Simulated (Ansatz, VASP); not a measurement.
**One calculation of Co, two programs**

The input INCAR:

```
SYSTEM = Co
ALGO = Normal
EDIFF = 1E-6
ENCUT = 600
GGA = PE
GGA_COMPAT = .FALSE.
ISIF = 2
ISMEAR = -1
ISPIN = 2
LASPH = .TRUE.
LCHARG = .FALSE.
LMAXMIX = 4
LORBIT = 11
LREAL = .FALSE.
LWAVE = .FALSE.
MAGMOM = 2 2 2 2
NBANDS = 46
NELM = 200
NUPDOWN = 8.0
PREC = Accurate
SIGMA = 0.05
```

File KPOINTS:

```
k-points
0
G
  10 10 3
  0 0 0
```

Contents of POSCAR:

```
Co
1.0
    2.4705617809      0.0000000000      0.0000000000
   -1.2352808905      2.1395692639      0.0000000000
    0.0000000000      0.0000000000      8.0882338000
Co
4
Direct
    0.6666666667      0.3333333333      0.7500000000
    0.0000000000      0.0000000000      0.5000000000
    0.3333333333      0.6666666667      0.2500000000
    0.0000000000      0.0000000000      0.0000000000
```

Contents of input.yaml:

```yaml
crystal:
  lattice:
    - [2.4705617809, 0.0, 0.0]
    - [-1.2352808905, 2.1395692639, 0.0]
    - [0.0, 0.0, 8.0882338]
  atoms:
    - { symbol: Co, position: [0.6666666667, 0.3333333333, 0.75], spin: 2.0 }
    - { symbol: Co, position: [0.0, 0.0, 0.5], spin: 2.0 }
    - { symbol: Co, position: [0.3333333333, 0.6666666667, 0.25], spin: 2.0 }
    - { symbol: Co, position: [0.0, 0.0, 0.0], spin: 2.0 }
hamiltonian:
  xc: pbe
  pseudopotentials: { kind: paw }
magnetization:
  spin_polarized: true
  initial_magnetization: 8.0
  spin_locking: { lock_magnetization: hard }
kpoints:
  mp_grid: { grid: [10, 10, 3] }
scf:
  occupations: { method: fermi_dirac, width: 0.05 }
  lower_state_search: "off"
output:
  forces: true
  stress: true
  eigenvalues: true
```

Alike in both runs: task single point; functional PBE; k mesh 10 × 10 × 3; occupations fermi-dirac, width 0.05 eV; collinear spin; fixed moment 8 μB.

|  | VASP | Ansatz |
| --- | --- | --- |
| version | VASP 6.6.1 | Ansatz 0.2.0 |
| potentials or method | VASP PAW PBE potentials, release 64 (Co_sv) | Ansatz PAW |
| plane-wave cutoff (eV) | 600 | 420 |
| valence electrons in the cell | 68 | 68 |

```csv
,VASP,Ansatz,Ansatz less VASP
pressure (GPa),8.4,12.2,+3.78
"traceless stress, the component that is largest in VASP (GPa)",-0.98,-0.94,+0.043
net moment per atom (μB),2.00,2.00,0.000
size of the moment on the site where the two differ most (μB),1.99,2.01,+0.028
```

Site moments also hang on the region over which each program counts them.
